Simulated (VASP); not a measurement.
Wanted: the native input for a VASP 6.6.1 run.

- Task: relaxation of cell and atoms
- Functional: PBE
- Potentials or basis: VASP PAW PBE potentials, release 64 (Ga_d, Se, S)
- Cutoff: 600 eV
- k mesh: 6 × 6 × 2
- Occupations: gaussian, width 0.1 eV
- Spin: no spin polarisation
- Dipole correction: no
- Further INCAR settings: ALGO = Normal; EDIFF = 1e-07; IBRION = 2; EDIFFG = -0.04; NSW = 90; ISIF = 3

The structure of Ga2SeS3 lies in POSCAR:

```
Ga2SeS3
1.0
    4.8229048700      0.0000000000      0.0000000000
   -2.4114524300      4.1767581300      0.0000000000
    0.0000000000      0.0000000000      7.9481183100
Ga Se S
2 1 3
Direct
    0.3333333300      0.6666666700      0.0000000000
    0.6666666700      0.3333333300      0.0000000000
    0.0000000000      0.0000000000      0.5000000000
    0.0000000000      0.0000000000      0.2190338900
    0.0000000000      0.0000000000      0.7809661100
    0.0000000000      0.0000000000      0.0000000000
```

The cell was built from a structure type or drawn by symmetry, and may not be a known phase.

One way to write it, as run:

INCAR

```
  PREC = Accurate
  ENCUT = 600
  EDIFF = 1E-7
  ISMEAR = 0
  SIGMA = 0.1
  LREAL = F
  LASPH = T
  NELM = 60
  ALGO = Normal
  ISIF = 3
  LWAVE = F
  LCHARG = F
  GGA = PE
  IBRION = 2
  NSW = 90
  EDIFFG = -0.04
```

KPOINTS

```
Automatic mesh
0
Gamma
  6 6 2
```

Potentials or basis: VASP PAW PBE potentials, release 64 (Ga_d, Se, S).

Run with:

```console
$ cat potpaw_PBE.64/Ga_d/POTCAR potpaw_PBE.64/Se/POTCAR potpaw_PBE.64/S/POTCAR > POTCAR
$ mpirun -np 1 vasp_std > vasp.out
```

It gave:

```yaml
Relaxed_volume: 34.46 Å³/atom
Relaxed_cell: a = 4.951 Å, b = 4.951 Å, c = 9.741 Å, α = 90.00°, β = 90.00°, γ = 120.00°
Space_group_after_relaxing_to_0.1_Å: P6/mmm (No. 191)
Energy_gained_by_relaxing: 617.4 meV/atom
Ionic_steps: 12
Pressure_after_relaxing: 0.0 GPa
Largest_force_after_relaxing: 0.029 eV/Å
Band_gap_on_the_k_mesh: zero (bands 25 and 26 overlap by 0.45 eV)
```

Caveat: the k points lie up to 0.32 Å⁻¹ apart in the final cell; the volume moved by over 15 % at a fixed basis, so the end points are rough.

It took 10 min on 1 thread of Intel(R) Xeon(R) Platinum 8488C (Sapphire Rapids) (shared host), peak memory 0.36 GiB.
